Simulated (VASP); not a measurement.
# BiTe (R-3m) in VASP: single point with PBEsol

Aim: the single point of BiTe with PBEsol.

Everything below comes from runs of VASP 6.6.1. Logs are shortened: lines on timing, memory, paths and dates and some standing lists are left out, and cuts for length are marked.

## 1. The cell of the first run

The structure is trigonal, space group R-3m (No. 166). The conventional cell has a = 5.066 Å, b = 5.066 Å, c = 8.601 Å, α = 90.00°, β = 90.00°, γ = 120.00°. Bi (site symmetry -3m) has 8 Te at 3.26 to 4.30 Å and 6 Bi at 4.10 Å within 4.4 Å. Within 4.4 Å of Te (site symmetry -3m) lie 8 Bi at 3.26 to 4.30 Å and 6 Te at 4.10 Å.

## 2. Single point, PBEsol

The input, INCAR:

```
PREC = Accurate
ENCUT = 520
EDIFF = 1E-7
ISMEAR = 0
SIGMA = 0.15
LREAL = False
LASPH = True
NELM = 100
ALGO = Fast
ISIF = 2
LWAVE = False
LCHARG = False
GGA = PS
NBANDS = 18
```

The input, KPOINTS:

```
Automatic mesh
0
Gamma
  18 18 18
```

The input, POSCAR:

```
BiTe
1.0
    2.5328058705      1.4623161511      2.8670274558
   -2.5328058705      1.4623161511      2.8670274558
    0.0000000000     -2.9246323023      2.8670274558
Bi Te
1 1
Direct
    0.5000000000      0.5000000000      0.5000000000
    0.0000000000      0.0000000000      0.0000000000
```

Potentials or basis: VASP PAW PBE potentials, release 64 (Bi_d, Te).

Command:

```console
$ cat potpaw_PBE.64/Bi_d/POTCAR potpaw_PBE.64/Te/POTCAR > POTCAR
$ mpirun -np 1 vasp_std > vasp.out
```

OUTCAR:

```text
PREC = Accurate
   ENCUT = 520
   EDIFF = 1E-7
   ISMEAR = 0
   LREAL = False
   LASPH = True
   NELM = 100
   ISIF = 2
   GGA = PS

 ion  position               nearest neighbor table
   1  0.500  0.500  0.500-   2 3.26   2 3.26   2 3.26   2 3.26   2 3.26   2 3.26
   2  0.000  0.000  0.000-   1 3.26   1 3.26   1 3.26   1 3.26   1 3.26   1 3.26

  LATTYP: Found a trigonal (rhomboedric) cell.
 ALAT       =     4.0955244519
 COS(alpha) =     0.2350822171

  Lattice vectors:

 A1 = (   2.5328058705,   1.4623161511,   2.8670274558)
 A2 = (  -2.5328058705,   1.4623161511,   2.8670274558)
 A3 = (   0.0000000000,  -2.9246323023,   2.8670274558)

Analysis of symmetry for initial positions (statically):
=====================================================================
 Subroutine PRICEL returns:
 Original cell was already a primitive cell.

 Routine SETGRP: Setting up the symmetry group for a
 trigonal (rhombohedral) supercell.

 Subroutine GETGRP returns: Found 12 space group operations
 (whereof 12 operations were pure point group operations)
 out of a pool of 12 trial point group operations.

The static configuration has the point symmetry D_3d.

Analysis of symmetry for dynamics (positions and initial velocities):
=====================================================================
 Subroutine PRICEL returns:
 Original cell was already a primitive cell.

 Routine SETGRP: Setting up the symmetry group for a
 trigonal (rhombohedral) supercell.

 Subroutine GETGRP returns: Found 12 space group operations
 (whereof 12 operations were pure point group operations)
 out of a pool of 12 trial point group operations.

The dynamic configuration has the point symmetry D_3d.

 Subroutine INISYM returns: Found 12 space group operations
 (whereof 12 operations are pure point group operations),
 and found     1 'primitive' translations

----------------------------------------------------------------------------------------

                                     Primitive cell

  volume of cell :      63.7127

  direct lattice vectors                    reciprocal lattice vectors
     2.532805870  1.462316151  2.867027456     0.197409523  0.113974442  0.116264437
    -2.532805870  1.462316151  2.867027456    -0.197409523  0.113974442  0.116264437
     0.000000000 -2.924632302  2.867027456     0.000000000 -0.227948883  0.116264437

  length of vectors
     4.095524452  4.095524452  4.095524452     0.255886914  0.255886914  0.255886914

  position of ions in fractional coordinates (direct lattice)
     0.500000000  0.500000000  0.500000000
     0.000000000  0.000000000  0.000000000

  ion indices of the primitive-cell ions
   primitive index   ion index
                 1           1
                 2           2

----------------------------------------------------------------------------------------

 KPOINTS: Automatic mesh

Automatic generation of k-mesh.
 Grid dimensions read from file:
 generate k-points for:   18   18   18

 Generating k-lattice:

  Cartesian coordinates                     Fractional coordinates (reciprocal lattice)
     0.010967196  0.006331913  0.006459135     0.055555556 -0.000000000  0.000000000
    -0.010967196  0.006331913  0.006459135    -0.000000000  0.055555556  0.000000000
     0.000000000 -0.012663827  0.006459135     0.000000000  0.000000000  0.055555556

  Length of vectors
     0.014215940  0.014215940  0.014215940

  Shift w.r.t. Gamma in fractional coordinates (k-lattice)
     0.000000000  0.000000000  0.000000000

 Subroutine IBZKPT returns following result:
 ===========================================

 Found    580 irreducible k-points:

 Following reciprocal coordinates:
            Coordinates               Weight
  0.000000  0.000000  0.000000      1.000000
  0.055556  0.000000  0.000000      6.000000
  0.111111  0.000000  0.000000      6.000000
  0.166667  0.000000  0.000000      6.000000
  0.222222 -0.000000 -0.000000      6.000000
  0.277778 -0.000000 -0.000000      6.000000
[... 16 lines left out ...]
 -0.277778  0.055556  0.000000     12.000000
 -0.222222  0.055556  0.000000     12.000000
 [... further k-points ...]
   k-points           NKPTS =    580   k-points in BZ     NKDIM =    580   number of bands    NBANDS=     18
   number of dos      NEDOS =    301   number of ions     NIONS =      2
   total plane-waves  NPLWV =  27000
   dimension x,y,z NGX =    30 NGY =   30 NGZ =   30
   dimension x,y,z NGXF=    60 NGYF=   60 NGZF=   60
   ions per type =               1   1
   NGX,Y,Z   is equivalent  to a cutoff of  12.18, 12.18, 12.18 a.u.
   NGXF,Y,Z  is equivalent  to a cutoff of  24.36, 24.36, 24.36 a.u.
 SYSTEM =  unknown system
   PREC   = accura    normal or accurate (medium, high low for compatibility)
   ISTART =      0    job   : 0-new  1-cont  2-samecut
   ICHARG =      2    charge: 1-file 2-atom 10-const
   ISPIN  =      1    spin polarized calculation?
   LNONCOLLINEAR =      F non collinear calculations
   LSORBIT =      F    spin-orbit coupling
   LASPH  =      T    aspherical Exc in radial PAW
   ENCUT  =  520.0 eV  38.22 Ry    6.18 a.u.   7.61  7.61  7.61*2*pi/ulx,y,z
   NELM   =    100;   NELMIN=  2; NELMDL= -5     # of ELM steps
   EDIFF  = 0.1E-06   stopping-criterion for ELM
   LREAL  =      F    real-space projection
   EDIFFG = 0.1E-05   stopping-criterion for IOM
   NSW    =      0    number of steps for IOM
   IBRION =     -1    ionic relax: 0-MD 1-quasi-New 2-CG
   NFREE  =      0    steps in history (QN), initial steepest desc. (CG)
   ISIF   =      2    stress and relaxation
   ISYM   =      2    0-nonsym 1-usesym 2-fastsym
   POTIM  = 0.5000    time-step for ionic-motion
   TEBEG  =    0.0;   TEEND  =   0.0 temperature during run
   PSTRESS=    0.0 pullay stress
   NELECT =      21.0000    total number of electrons
   NUPDOWN=      -1.0000    fix difference up-down
   EMIN   =  10.00;   EMAX   =-10.00  energy-range for DOS
   EFERMI =   0.00;   METHOD = LEGACY
   ISMEAR =     0;   SIGMA  =   0.15  broadening in eV -4-tet -1-fermi 0-gaus
   EFERMI_NEDOS =   21; number of points for ismear=-14 and -15
   IALGO  =     68    algorithm
   IMIX   =      4    mixing-type and parameters
     AMIX     =   0.40;   BMIX     =  1.00
     AMIX_MAG =   1.60;   BMIX_MAG =  1.00
  volume/ion in A,a.u.               =      31.86       214.98
  Fermi-wavevector in a.u.,A,eV,Ry     =   1.130852  2.137001 17.399493  1.278827
  Thomas-Fermi vector in A             =   2.267550
   LORBIT       =      0    0 simple, 1 ext, 2 COOP (PROOUT), +10 PAW based schemes
   GGA     = PS    functional components
   LHFCALC =     F    Hartree Fock is set to
   AEXX    =    0.0000 exact exchange contribution
   IVDW    =     0    specifies the selected vdW correction
   LEPSILON=     F    determine dielectric tensor
   LRPA    =     F    only Hartree local field effects (RPA)
 non-spin polarized calculation
 RMM-DIIS sequential band-by-band and
 Gauss-broadening in eV      SIGMA  =   0.15
  energy-cutoff  :      520.00
  volume of cell :       63.71
 maximum number of plane-waves:      1736
   NGX = 15   NGY = 15   NGZ = 15

 number of electron      20.9999990 magnetization

 Free energy of the ion-electron system (eV)
  ---------------------------------------------------
  ext. energy  EPLUGINS =         0.00000000
  ---------------------------------------------------
  free energy    TOTEN  =        -7.92962147 eV

  energy without entropy =       -7.91533470  energy(sigma->0) =       -7.92247809

 E-fermi :   6.9877     XC(G=0):  -9.9395

 val. band max:        6.9865518046   @ k =  -0.4444  -0.4444   0.2778
 cond. band min:       6.9901756857   @ k =  -0.3889   0.3333   0.3333
 fundamental gap:      0.0036238811
 Fermi energy:         6.9877107305

 k-point     1 :       0.0000    0.0000    0.0000
  band No.  band energies     occupation
      1     -16.0948      2.00000
      2     -16.0948      2.00000
      3     -16.0762      2.00000
      4     -16.0762      2.00000
      5     -16.0520      2.00000
      6      -6.5453      2.00000
[... 10 lines left out ...]
     17      14.9339      0.00000
     18      14.9339      0.00000

 k-point     2 :       0.0556    0.0000    0.0000
  band No.  band energies     occupation
      1     -16.0948      2.00000
      2     -16.0943      2.00000
      3     -16.0765      2.00000
      4     -16.0760      2.00000
      5     -16.0521      2.00000
      6      -6.5184      2.00000
[... 10 lines left out ...]
     17      15.0250      0.00000
     18      15.1082      0.00000

 k-point     3 :       0.1111    0.0000    0.0000
  band No.  band energies     occupation
      1     -16.0946      2.00000
      2     -16.0930      2.00000
      3     -16.0774      2.00000
      4     -16.0754      2.00000
      5     -16.0523      2.00000
      6      -6.4376      2.00000
[... 10 lines left out ...]
     17      15.3141      0.00000
     18      15.6420      0.00000

 k-point     4 :       0.1667    0.0000    0.0000
  band No.  band energies     occupation
      1     -16.0944      2.00000
      2     -16.0913      2.00000
      3     -16.0788      2.00000
      4     -16.0741      2.00000
      5     -16.0525      2.00000
      6      -6.3036      2.00000
[... 10 lines left out ...]
     17      15.4015      0.00000
     18      15.8325      0.00000

 k-point     5 :       0.2222   -0.0000   -0.0000
  band No.  band energies     occupation
      1     -16.0941      2.00000
      2     -16.0898      2.00000
      3     -16.0805      2.00000
      4     -16.0721      2.00000
      5     -16.0527      2.00000
      6      -6.1173      2.00000
[... 10 lines left out ...]
     17      15.5879      0.00000
     18      16.2984      0.00000

 k-point     6 :       0.2778   -0.0000   -0.0000
  band No.  band energies     occupation
      1     -16.0938      2.00000
      2     -16.0889      2.00000
      3     -16.0823      2.00000
      4     -16.0696      2.00000
      5     -16.0526      2.00000
      6      -5.8802      2.00000
[... 10 lines left out ...]
     17      15.6710      0.00000
     18      16.1730      0.00000

 k-point     7 :       0.3333    0.0000   -0.0000
  band No.  band energies     occupation
      1     -16.0936      2.00000
      2     -16.0884      2.00000
      3     -16.0839      2.00000
      4     -16.0671      2.00000
      5     -16.0523      2.00000
      6      -5.5946      2.00000
[... 10 lines left out ...]
     17      15.4323      0.00000
     18      15.9902      0.00000

 k-point     8 :       0.3889   -0.0000    0.0000
  band No.  band energies     occupation
      1     -16.0935      2.00000
      2     -16.0882      2.00000
      3     -16.0852      2.00000
      4     -16.0652      2.00000
      5     -16.0516      2.00000
      6      -5.2635      2.00000
[... 10 lines left out ...]
     17      14.7337      0.00000
     18      16.9270      0.00000
[... 229 lines left out ...]
     17      14.8383      0.00000
     18      18.2744      0.00000

 k-point    20 :      -0.4444    0.0556    0.0000
  band No.  band energies     occupation
      1     -16.0932      2.00000
      2     -16.0882      2.00000
      3     -16.0858      2.00000
      4     -16.0641      2.00000
      5     -16.0510      2.00000
      6      -4.7765      2.00000
[... 10 lines left out ...]
     17      14.6728      0.00000
     18      18.2797      0.00000

 k-point    21 :      -0.3889    0.0556   -0.0000
  band No.  band energies     occupation
      1     -16.0931      2.00000
      2     -16.0883      2.00000
      3     -16.0850      2.00000
      4     -16.0652      2.00000
      5     -16.0517      2.00000
      6      -5.1571      2.00000
[... 10 lines left out ...]
     17      14.7627      0.00000
     18      17.2092      0.00000

 k-point    22 :      -0.3333    0.0556    0.0000
  band No.  band energies     occupation
      1     -16.0932      2.00000
      2     -16.0884      2.00000
      3     -16.0838      2.00000
      4     -16.0672      2.00000
      5     -16.0523      2.00000
      6      -5.4986      2.00000
[... 10 lines left out ...]
     17      15.3106      0.00000
     18      16.3360      0.00000

 k-point    23 :      -0.2778    0.0556    0.0000
  band No.  band energies     occupation
      1     -16.0934      2.00000
      2     -16.0889      2.00000
      3     -16.0822      2.00000
      4     -16.0698      2.00000
      5     -16.0526      2.00000
      6      -5.7952      2.00000
[... 10 lines left out ...]
     17      15.8063      0.00000
     18      16.0239      0.00000

 k-point    24 :      -0.2222    0.0556    0.0000
  band No.  band energies     occupation
      1     -16.0936      2.00000
      2     -16.0898      2.00000
      3     -16.0804      2.00000
      4     -16.0724      2.00000
      5     -16.0526      2.00000
      6      -6.0435      2.00000
[... 10 lines left out ...]
     17      15.8439      0.00000
     18      16.2213      0.00000

 [... further k-points ...]
[... 5 lines left out ...]
  --------------------------------------------------------------------------------------
  -------------------------------------------------------------------------------------
  Total       -1.4063771     -1.4063771      0.1646546      0.0000000     -0.0000000      0.0000000
  in kB      -35.3660106    -35.3660106      4.1405519      0.0000000     -0.0000000      0.0000000
  external PRESSURE =     -22.1971564 kB  Pullay stress =       0.0000000 kB

 VOLUME and BASIS-vectors are now :
 -----------------------------------------------------------------------------
  energy-cutoff  :      520.00
  volume of cell :       63.71
      direct lattice vectors                 reciprocal lattice vectors
     2.532805870  1.462316151  2.867027456     0.197409523  0.113974442  0.116264437
    -2.532805870  1.462316151  2.867027456    -0.197409523  0.113974442  0.116264437
     0.000000000 -2.924632302  2.867027456     0.000000000 -0.227948883  0.116264437

 POSITION                                       TOTAL-FORCE (eV/Angst)
 -----------------------------------------------------------------------------------
      0.00000     -0.00000      4.30054        -0.000000      0.000000      0.000000
      0.00000      0.00000      0.00000         0.000000      0.000000     -0.000000
 -----------------------------------------------------------------------------------
    total drift:                               -0.000000      0.000000      0.000000

  FREE ENERGIE OF THE ION-ELECTRON SYSTEM (eV)
  ---------------------------------------------------
  free  energy   TOTEN  =        -7.9296214703 eV

  energy  without entropy=       -7.9153347044  energy(sigma->0) =       -7.92247809
```

Run time: 13 min. Hardware: 1 thread of Oxide Virtual Turin-like, shared host; peak memory 0.66 GiB.

Results:

| Item | Value |
| --- | --- |
| Free energy | -7.9296 eV |
| Pressure | -2.2 GPa |
| Band gap on the k mesh | zero (an odd number of electrons rules out a gap without spin polarisation) |

Stress tensor (GPa, compression positive):
```
-3.54  0.00  0.00
 0.00 -3.54  0.00
 0.00  0.00  0.41
```

Levels at points of the mesh, in eV from the Fermi level:
```csv
k point,band 6,band 7,band 8,band 9,band 10,band 11,band 12,band 13,band 14,band 15
"(0.00, 0.00, 0.00)",-13.53,-8.31,-2.96,-2.96,-1.09,2.22,3.47,3.47,3.63,3.63
"(0.50, 0.00, 0.00)",-11.52,-11.41,-1.77,-1.43,-1.04,-0.26,-0.21,1.29,5.90,6.81
"(0.50, 0.50, 0.00)",-11.45,-9.91,-5.59,-4.92,-2.12,2.47,3.09,3.48,4.13,7.32
"(0.50, 0.50, 0.50)",-10.73,-10.50,-2.72,-2.66,-2.66,-2.15,-1.78,-1.78,9.53,10.13
```

Caveat: the PAW data sets were made with another functional, which shifts forces and pressure a little; spin-orbit coupling is left out, which moves the levels of the heavy elements; an odd number of electrons without spin polarisation forces a metal; a magnetic or distorted state may lie lower.
